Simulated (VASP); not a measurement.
# Sr (Fm-3m) in VASP: notebook

The runs below take Sr through single point, relaxation of cell and atoms, with r2SCAN.

Program: VASP 6.6.1. These are calculated values, not measurements. Logs are shortened: lines on timing, memory, paths and dates and some standing lists are left out, and cuts for length are marked.

**1. The cell of the first run**

The structure is cubic, space group Fm-3m (No. 225). Conventional cell: a = 6.122 Å, b = 6.122 Å, c = 6.122 Å, α = 90.00°, β = 90.00°, γ = 90.00°. Sr (site symmetry m-3m) has 12 Sr at 4.33 Å within 5.7 Å.

**2. Single point, r2SCAN**

The input, POSCAR:

```
Sr
1.0
    0.0000000000      3.0612271553      3.0612271553
    3.0612271553      0.0000000000      3.0612271553
    3.0612271553      3.0612271553      0.0000000000
Sr
1
Direct
    0.0000000000      0.0000000000      0.0000000000
```

The input, INCAR.step1:

```
SYSTEM = Sr
ALGO = Normal
EDIFF = 1E-4
ENCUT = 520
GGA = PE
ISMEAR = -1
LASPH = .True.
LCHARG = .False.
LREAL = .False.
LWAVE = .True.
NBANDS = 11
NELM = 60
PREC = Accurate
SIGMA = 0.02
```

The input, INCAR.step2:

```
SYSTEM = Sr
ALGO = Normal
EDIFF = 1E-6
ENCUT = 520
ISIF = 2
ISMEAR = -1
ISTART = 1
LASPH = .True.
LCHARG = .False.
LMIXTAU = .True.
LREAL = .False.
LWAVE = .False.
METAGGA = R2SCAN
NBANDS = 11
NELM = 60
PREC = Accurate
SIGMA = 0.02
```

The input, KPOINTS:

```
k-points
0
Gamma
  7 7 7
  0 0 0
```

Potentials or basis: VASP PAW PBE potentials, release 64 (Sr_sv).

Launch:

```bash
cat potpaw_PBE.64/Sr_sv/POTCAR > POTCAR
cp INCAR.step1 INCAR
mpirun -np 1 vasp_std > vasp.out
cp INCAR.step2 INCAR
mpirun -np 1 vasp_std > vasp.out
```

OUTCAR:

```text
SYSTEM = Sr
   EDIFF = 1E-6
   ENCUT = 520
   ISIF = 2
   ISMEAR = -1
   ISTART = 1
   LASPH = .True.
   LREAL = .False.
   METAGGA = R2SCAN
   NELM = 60
   PREC = Accurate

 ion  position               nearest neighbor table
   1  0.000  0.000  0.000-

  LATTYP: Found a face centered cubic cell.
 ALAT       =     6.1224543106

  Lattice vectors:

 A1 = (   0.0000000000,   3.0612271553,   3.0612271553)
 A2 = (   3.0612271553,   0.0000000000,   3.0612271553)
 A3 = (   3.0612271553,   3.0612271553,   0.0000000000)

Analysis of symmetry for initial positions (statically):
=====================================================================
 Subroutine PRICEL returns:
 Original cell was already a primitive cell.

 Routine SETGRP: Setting up the symmetry group for a
 face centered cubic supercell.

 Subroutine GETGRP returns: Found 48 space group operations
 (whereof 48 operations were pure point group operations)
 out of a pool of 48 trial point group operations.

The static configuration has the point symmetry O_h .

Analysis of symmetry for dynamics (positions and initial velocities):
=====================================================================
 Subroutine PRICEL returns:
 Original cell was already a primitive cell.

 Routine SETGRP: Setting up the symmetry group for a
 face centered cubic supercell.

 Subroutine GETGRP returns: Found 48 space group operations
 (whereof 48 operations were pure point group operations)
 out of a pool of 48 trial point group operations.

The dynamic configuration has the point symmetry O_h .

 Subroutine INISYM returns: Found 48 space group operations
 (whereof 48 operations are pure point group operations),
 and found     1 'primitive' translations

----------------------------------------------------------------------------------------

                                     Primitive cell

  volume of cell :      57.3742

  direct lattice vectors                    reciprocal lattice vectors
     0.000000000  3.061227155  3.061227155    -0.163333191  0.163333191  0.163333191
     3.061227155  0.000000000  3.061227155     0.163333191 -0.163333191  0.163333191
     3.061227155  3.061227155  0.000000000     0.163333191  0.163333191 -0.163333191

  length of vectors
     4.329228961  4.329228961  4.329228961     0.282901386  0.282901386  0.282901386

  position of ions in fractional coordinates (direct lattice)
     0.000000000  0.000000000  0.000000000

  ion indices of the primitive-cell ions
   primitive index   ion index
                 1           1

----------------------------------------------------------------------------------------

 KPOINTS: k-points

Automatic generation of k-mesh.
 Grid dimensions read from file:
 generate k-points for:    7    7    7

 Generating k-lattice:

  Cartesian coordinates                     Fractional coordinates (reciprocal lattice)
    -0.023333313  0.023333313  0.023333313     0.142857143  0.000000000  0.000000000
     0.023333313 -0.023333313  0.023333313     0.000000000  0.142857143  0.000000000
     0.023333313  0.023333313 -0.023333313     0.000000000  0.000000000  0.142857143

  Length of vectors
     0.040414484  0.040414484  0.040414484

  Shift w.r.t. Gamma in fractional coordinates (k-lattice)
     0.000000000  0.000000000  0.000000000

 Subroutine IBZKPT returns following result:
 ===========================================

 Found     20 irreducible k-points:

 Following reciprocal coordinates:
            Coordinates               Weight
  0.000000  0.000000  0.000000      1.000000
  0.142857  0.000000  0.000000      8.000000
  0.285714  0.000000  0.000000      8.000000
  0.428571  0.000000  0.000000      8.000000
  0.142857  0.142857  0.000000      6.000000
  0.285714  0.142857  0.000000     24.000000
[... 12 lines left out ...]
 -0.428571  0.428571  0.142857     24.000000
 -0.285714  0.428571  0.142857     24.000000
   k-points           NKPTS =     20   k-points in BZ     NKDIM =     20   number of bands    NBANDS=     11
   number of dos      NEDOS =    301   number of ions     NIONS =      1
   total plane-waves  NPLWV =  32768
   dimension x,y,z NGX =    32 NGY =   32 NGZ =   32
   dimension x,y,z NGXF=    64 NGYF=   64 NGZF=   64
   ions per type =               1
   NGX,Y,Z   is equivalent  to a cutoff of  12.29, 12.29, 12.29 a.u.
   NGXF,Y,Z  is equivalent  to a cutoff of  24.58, 24.58, 24.58 a.u.
 SYSTEM =  Sr
   PREC   = accura    normal or accurate (medium, high low for compatibility)
   ISTART =      1    job   : 0-new  1-cont  2-samecut
   ICHARG =      0    charge: 1-file 2-atom 10-const
   ISPIN  =      1    spin polarized calculation?
   LNONCOLLINEAR =      F non collinear calculations
   LSORBIT =      F    spin-orbit coupling
   LASPH  =      T    aspherical Exc in radial PAW
   ENCUT  =  520.0 eV  38.22 Ry    6.18 a.u.   8.05  8.05  8.05*2*pi/ulx,y,z
   NELM   =     60;   NELMIN=  2; NELMDL=  0     # of ELM steps
   EDIFF  = 0.1E-05   stopping-criterion for ELM
   LREAL  =      F    real-space projection
   EDIFFG = 0.1E-04   stopping-criterion for IOM
   NSW    =      0    number of steps for IOM
   IBRION =     -1    ionic relax: 0-MD 1-quasi-New 2-CG
   NFREE  =      0    steps in history (QN), initial steepest desc. (CG)
   ISIF   =      2    stress and relaxation
   ISYM   =      2    0-nonsym 1-usesym 2-fastsym
   POTIM  = 0.5000    time-step for ionic-motion
   TEBEG  =    0.0;   TEEND  =   0.0 temperature during run
   PSTRESS=    0.0 pullay stress
   NELECT =      10.0000    total number of electrons
   NUPDOWN=      -1.0000    fix difference up-down
   EMIN   =  10.00;   EMAX   =-10.00  energy-range for DOS
   EFERMI =   0.00;   METHOD = LEGACY
   ISMEAR =    -1;   SIGMA  =   0.02  broadening in eV -4-tet -1-fermi 0-gaus
   EFERMI_NEDOS =   21; number of points for ismear=-14 and -15
   IALGO  =     38    algorithm
   IMIX   =      4    mixing-type and parameters
     AMIX     =   0.40;   BMIX     =  1.00
     AMIX_MAG =   1.60;   BMIX_MAG =  1.00
  volume/ion in A,a.u.               =      57.37       387.18
  Fermi-wavevector in a.u.,A,eV,Ry     =   0.914470  1.728097 11.377935  0.836255
  Thomas-Fermi vector in A             =   2.039100
   LORBIT       =      0    0 simple, 1 ext, 2 COOP (PROOUT), +10 PAW based schemes
   METAGGA = R2SCAN    functional components
   LHFCALC =     F    Hartree Fock is set to
   AEXX    =    0.0000 exact exchange contribution
   IVDW    =     0    specifies the selected vdW correction
   LEPSILON=     F    determine dielectric tensor
   LRPA    =     F    only Hartree local field effects (RPA)
 non-spin polarized calculation
  energy-cutoff  :      520.00
  volume of cell :       57.37
 maximum number of plane-waves:      1564
   NGX = 17   NGY = 17   NGZ = 17

 number of electron      10.0000000 magnetization

 Free energy of the ion-electron system (eV)
  ---------------------------------------------------
  ext. energy  EPLUGINS =         0.00000000
  ---------------------------------------------------
  free energy    TOTEN  =       -15.10300173 eV

  energy without entropy =      -15.10065633  energy(sigma->0) =      -15.10182903

 E-fermi :   1.4781     XC(G=0):  -7.6604

 val. band max:        1.4415538863   @ k =  -0.4286   0.1429   0.0000
 cond. band min:       1.5159934792   @ k =  -0.2857   0.4286   0.1429
 fundamental gap:      0.0744395929
 Fermi energy:         1.4780815109

 k-point     1 :       0.0000    0.0000    0.0000
  band No.  band energies     occupation
      1     -36.6581      2.00000
      2     -17.9213      2.00000
      3     -17.9213      2.00000
      4     -17.9213      2.00000
      5      -2.3106      2.00000
      6       4.1098      0.00000
      7       4.1098      0.00000
      8       4.1098      0.00000
      9       5.5914      0.00000
     10       5.5914      0.00000
     11       8.8548      0.00000

 k-point     2 :       0.1429    0.0000    0.0000
  band No.  band energies     occupation
      1     -36.6557      2.00000
      2     -17.9552      2.00000
      3     -17.9258      2.00000
      4     -17.9258      2.00000
      5      -1.9823      2.00000
      6       3.5991      0.00000
      7       4.2379      0.00000
      8       4.2379      0.00000
      9       5.4295      0.00000
     10       5.4295      0.00000
     11       9.4912      0.00000

 k-point     3 :       0.2857    0.0000    0.0000
  band No.  band energies     occupation
      1     -36.6505      2.00000
      2     -18.0299      2.00000
      3     -17.9359      2.00000
      4     -17.9359      2.00000
      5      -1.0824      2.00000
      6       2.6448      0.00000
      7       4.1951      0.00000
      8       4.1952      0.00000
      9       5.6790      0.00000
     10       5.6790      0.00000
     11       8.2962      0.00000

 k-point     4 :       0.4286    0.0000    0.0000
  band No.  band energies     occupation
      1     -36.6462      2.00000
      2     -18.0887      2.00000
      3     -17.9440      2.00000
      4     -17.9440      2.00000
      5       0.0838      2.00000
      6       1.6645      0.00018
      7       3.9592      0.00000
      8       3.9592      0.00000
      9       6.4567      0.00000
     10       6.4567      0.00000
     11       7.5721      0.00000
[... 183 lines left out ...]
 k-point    18 :      -0.4286    0.2857    0.1429
  band No.  band energies     occupation
      1     -36.6436      2.00000
      2     -18.0631      2.00000
      3     -17.9984      2.00000
      4     -17.9620      2.00000
      5       0.7791      2.00000
      6       1.8488      0.00000
      7       2.8002      0.00000
      8       4.4858      0.00000
      9       5.9572      0.00000
     10       6.7826      0.00000
     11       7.3610      0.00000

 k-point    19 :      -0.4286    0.4286    0.1429
  band No.  band energies     occupation
      1     -36.6422      2.00000
      2     -18.0651      2.00000
      3     -18.0008      2.00000
      4     -17.9808      2.00000
      5       0.9818      2.00000
      6       2.0816      0.00000
      7       2.4082      0.00000
      8       4.8536      0.00000
      9       6.2856      0.00000
     10       6.9405      0.00000
     11       7.3646      0.00000

 k-point    20 :      -0.2857    0.4286    0.1429
  band No.  band energies     occupation
      1     -36.6418      2.00000
      2     -18.0431      2.00000
      3     -18.0324      2.00000
      4     -17.9780      2.00000
      5       1.5160      0.26121
      6       1.9609      0.00000
      7       2.2008      0.00000
      8       4.3248      0.00000
      9       6.4461      0.00000
     10       6.5113      0.00000
     11       7.7006      0.00000

------------------------ aborting loop because EDIFF is reached ----------------------------------------

  FORCE on cell =-STRESS in cart. coord.  units (eV):
  Direction    XX          YY          ZZ          XY          YZ          ZX
  --------------------------------------------------------------------------------------
  -------------------------------------------------------------------------------------
  Total        0.0051546      0.0051546      0.0051546     -0.0000000     -0.0000000      0.0000000
  in kB        0.1439426      0.1439426      0.1439426     -0.0000000     -0.0000000      0.0000000
  external PRESSURE =       0.1439426 kB  Pullay stress =       0.0000000 kB

 VOLUME and BASIS-vectors are now :
 -----------------------------------------------------------------------------
  energy-cutoff  :      520.00
  volume of cell :       57.37
      direct lattice vectors                 reciprocal lattice vectors
     0.000000000  3.061227155  3.061227155    -0.163333191  0.163333191  0.163333191
     3.061227155  0.000000000  3.061227155     0.163333191 -0.163333191  0.163333191
     3.061227155  3.061227155  0.000000000     0.163333191  0.163333191 -0.163333191

 POSITION                                       TOTAL-FORCE (eV/Angst)
 -----------------------------------------------------------------------------------
      0.00000      0.00000      0.00000         0.000000     -0.000000     -0.000000
 -----------------------------------------------------------------------------------
    total drift:                                0.000000      0.000000     -0.000000

  FREE ENERGIE OF THE ION-ELECTRON SYSTEM (eV)
  ---------------------------------------------------
  free  energy   TOTEN  =       -15.1030017334 eV

  energy  without entropy=      -15.1006563328  energy(sigma->0) =      -15.10182903
```

Run time: 54 s. Hardware: 1 thread of AMD EPYC 7R43 (Zen 3), shared host; peak memory 0.15 GiB.

Results:

- Free energy: -15.1030 eV
- Pressure: 0.0 GPa
- Band gap on the k mesh: zero (band 5 reaches 1.52 eV, above the bottom of band 6 at 1.44 eV)

Caveat: the PAW data sets were made with another functional, which shifts forces and pressure a little.

**3. Relaxation of cell and atoms, r2SCAN**

This run uses another cell than the first one, of 56.32 Å³/atom, 0.982 times its volume.

The input, POSCAR:

```
Sr
1.0
    0.0000000000      3.0423500000      3.0423500000
    3.0423500000      0.0000000000      3.0423500000
    3.0423500000      3.0423500000      0.0000000000
Sr
1
Direct
    0.0000000000      0.0000000000      0.0000000000
```

The input, INCAR.step1:

```
PREC = Accurate ; ENCUT = 600
ISMEAR = -1 ; SIGMA = 0.02
LREAL = F ; LASPH = T
NELM = 80 ; GGA = PE
ALGO = Normal ; EDIFF = 1E-4
LWAVE = T ; LCHARG = F
```

The input, INCAR.step2:

```
PREC = Accurate ; ENCUT = 600
EDIFF = 1E-6 ; ISMEAR = -1
SIGMA = 0.02 ; LREAL = F
LASPH = T ; NELM = 80
ALGO = Normal ; ISIF = 3
LWAVE = F ; LCHARG = F
METAGGA = R2SCAN ; LMIXTAU = T
IBRION = 2 ; NSW = 80
EDIFFG = -0.03 ; ISTART = 1
```

The input, KPOINTS:

```
regular mesh
0
Gamma
  7 7 7
```

Potentials or basis: VASP PAW PBE potentials, release 64 (Sr_sv).

Launch:

```bash
cat potpaw_PBE.64/Sr_sv/POTCAR > POTCAR
cp INCAR.step1 INCAR
mpirun -np 1 vasp_std > vasp.out
cp INCAR.step2 INCAR
mpirun -np 1 vasp_std > vasp.out
```

It took 3.3 min on 1 thread of AMD EPYC 7R43 (Zen 3), shared host; peak memory 0.19 GiB.

It converged, with:

```yaml
Free_energy: -15.1031 eV
Relaxed_volume: 57.47 Å³/atom
Relaxed_cell: a = 4.332 Å, b = 4.332 Å, c = 4.332 Å, α = 60.00°, β = 60.00°, γ = 60.00°
Space_group_after_relaxing_to_0.05_Å: Fm-3m (No. 225)
Energy_gained_by_relaxing: 0.8 meV/atom
Ionic_steps: 3
Pressure_after_relaxing: 0.0 GPa
Band_gap_on_the_k_mesh: zero (band 5 reaches 1.51 eV, above the bottom of band 6 at 1.43 eV)
```

The path:
```tsv
step	energy change (eV)	largest force (eV/Å)	pressure (GPa)	volume (Å³)
1	0.0000	0.0000	0.23	56.32
2	-0.0007	0.0000	0.10	56.98
3	-0.0008	0.0000	0.00	57.47
```

Final structure:
```cif
data_structure
_symmetry_space_group_name_H-M 'P 1'
_symmetry_Int_Tables_number 1
_cell_length_a 4.3315
_cell_length_b 4.3315
_cell_length_c 4.3315
_cell_angle_alpha 60.000
_cell_angle_beta 60.000
_cell_angle_gamma 60.000
_cell_volume 57.47
loop_
_atom_site_label
_atom_site_type_symbol
_atom_site_fract_x
_atom_site_fract_y
_atom_site_fract_z
_atom_site_occupancy
Sr1 Sr 0.00000 0.00000 0.00000 1
```

Levels at points of the mesh, in eV from the Fermi level:
```csv
k point,band 3,band 4,band 5,band 6,band 7,band 8
"(0.00, 0.00, 0.00)",-19.40,-19.40,-3.79,2.63,2.63,2.63
```

Caveat: the PAW data sets were made with another functional, which shifts forces and pressure a little.
